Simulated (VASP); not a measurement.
Here is a VASP 6.6.1 calculation.

POSCAR

```
TiCo
1.0
    3.0254064304      0.0000000000      0.0000000000
    0.0000000000      3.0254064304      0.0000000000
    0.0000000000      0.0000000000      3.0254064304
Co Ti
1 1
Direct
    0.5000000000      0.5000000000      0.5000000000
    0.0000000000      0.0000000000      0.0000000000
```

The input INCAR.step1:

```
ALGO = Normal
EDIFF = 1E-4
ENCUT = 520
GGA = PE
ISMEAR = -1
ISPIN = 2
LASPH = T
LCHARG = F
LMAXMIX = 4
LREAL = F
LWAVE = T
MAGMOM = 2 1
NBANDS = 22
NELM = 150
PREC = Accurate
SIGMA = 0.05
```

File INCAR.step2:

```
ALGO = Normal
EDIFF = 1E-7
ENCUT = 520
ISIF = 2
ISMEAR = -1
ISPIN = 2
ISTART = 1
LASPH = T
LCHARG = T
LELF = T
LMAXMIX = 4
LMIXTAU = T
LORBIT = 11
LREAL = F
LVHAR = T
LWAVE = F
MAGMOM = 2 1
METAGGA = R2SCAN
NBANDS = 22
NELM = 150
PREC = Accurate
SIGMA = 0.05
```

The input KPOINTS:

```
k-points
0
Gamma
  9 9 9
```

Potentials or basis: VASP PAW PBE potentials, release 64 (Co, Ti_sv).

The run is started by

```sh
$ cat potpaw_PBE.64/Co/POTCAR potpaw_PBE.64/Ti_sv/POTCAR > POTCAR
$ cp INCAR.step1 INCAR
$ mpirun -np 1 vasp_std > vasp.out
$ cp INCAR.step2 INCAR
$ mpirun -np 1 vasp_std > vasp.out
```

(1) What does it give for the pressure?

(2) Predict the site moments.

## Answers

(1) -5.0 GPa.

(2) Co +1.45; Ti -0.34 μB.

Caveat: the cell stands under tension; the PAW data sets were made with another functional, which shifts forces and pressure a little.
